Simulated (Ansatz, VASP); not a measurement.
## SiO2: VASP beside Ansatz

File INCAR:

```
SYSTEM = SiO2
PREC     = Accurate       ! precision mode
ENCUT    = 520            ! plane-wave cutoff, eV
EDIFF    = 1E-6           ! SCF threshold, eV
ISMEAR   = -1             ! smearing method
SIGMA    = 0.02           ! smearing width, eV
LREAL    = .FALSE.        ! projectors in reciprocal space
LASPH    = .TRUE.         ! aspherical terms in the spheres
NELM     = 80             ! most SCF steps
ALGO     = Normal         ! electronic algorithm
ISIF     = 2              ! what is computed and relaxed
LWAVE    = .FALSE.        ! write WAVECAR
LCHARG   = .FALSE.        ! write CHGCAR
GGA      = PE             ! functional
NBANDS   = 25             ! bands
```

Contents of KPOINTS:

```
regular mesh
0
G
  8 8 8
  0 0 0
```

The input POSCAR:

```
SiO2
1.0
   -2.5681223587      2.5681223587      3.6578437059
    2.5681223587     -2.5681223587      3.6578437059
    2.5681223587      2.5681223587     -3.6578437059
Si O
2 4
Direct
    0.0000000000      0.0000000000      0.0000000000
    0.7500000000      0.2500000000      0.5000000000
    0.9409316564      0.6250000000      0.8159316564
    0.3750000000      0.1909316564      0.3159316564
    0.8090683436      0.1250000000      0.1840683436
    0.8750000000      0.0590683436      0.6840683436
```

Input for Ansatz:

```yaml
crystal:
  lattice:
    - [-2.5681223587, 2.5681223587, 3.6578437059]
    - [2.5681223587, -2.5681223587, 3.6578437059]
    - [2.5681223587, 2.5681223587, -3.6578437059]
  atoms:
    - { symbol: Si, position: [0.0, 0.0, 0.0] }
    - { symbol: Si, position: [0.75, 0.25, 0.5] }
    - { symbol: O, position: [0.9409316564, 0.625, 0.8159316564] }
    - { symbol: O, position: [0.375, 0.1909316564, 0.3159316564] }
    - { symbol: O, position: [0.8090683436, 0.125, 0.1840683436] }
    - { symbol: O, position: [0.875, 0.0590683436, 0.6840683436] }
kpoints:
  mp_grid: { grid: [8, 8, 8] }
  band_path:
    path:
      - [0.0, 0.0, 0.0]
      - [0.0, 0.0, 0.5]
      - [0.25, 0.25, 0.25]
      - [0.0, 0.5, 0.0]
      - [0.5, 0.5, -0.5]
      - [0.3641756915, 0.6358243085, -0.3641756915]
      - [-0.3641756915, 0.3641756915, 0.3641756915]
      - [-0.2283513829, 0.2283513829, 0.5]
      - [0.5, 0.5, -0.2283513829]
    npoints: 1
hamiltonian:
  xc: pbe
scf:
  occupations: { method: fermi_dirac, width: 0.02 }
  n_extra_bands: 5
output:
  forces: true
  stress: true
  eigenvalues: true
```

Change from the starting cell: biaxial_xy strain +3.9%.

Alike in both runs: task single point; functional PBE; k mesh 8 × 8 × 8; occupations fermi-dirac, width 0.02 eV; no spin polarisation.

```csv
,VASP,Ansatz
version,VASP 6.6.1,Ansatz 0.2.0
potentials or method,"VASP PAW PBE potentials, release 64 (Si, O)","plane waves, PAW"
plane-wave cutoff (eV),520,420
valence electrons in the cell,32,32
```

```csv
,VASP,Ansatz,Ansatz less VASP
gap on the k mesh at the Fermi level (eV),5.66,5.66,+0.001
pressure (GPa),2.6,2.5,-0.07
"traceless stress, the component that is largest in VASP (GPa)",0.36,0.34,-0.015
rms of the force components (eV/Å),0.086,0.088,+0.0023
```

Atom by atom the forces differ by 0.002 eV/Å (rms over components). The functional is the same, so the differences come from potentials, cutoffs and numerics.
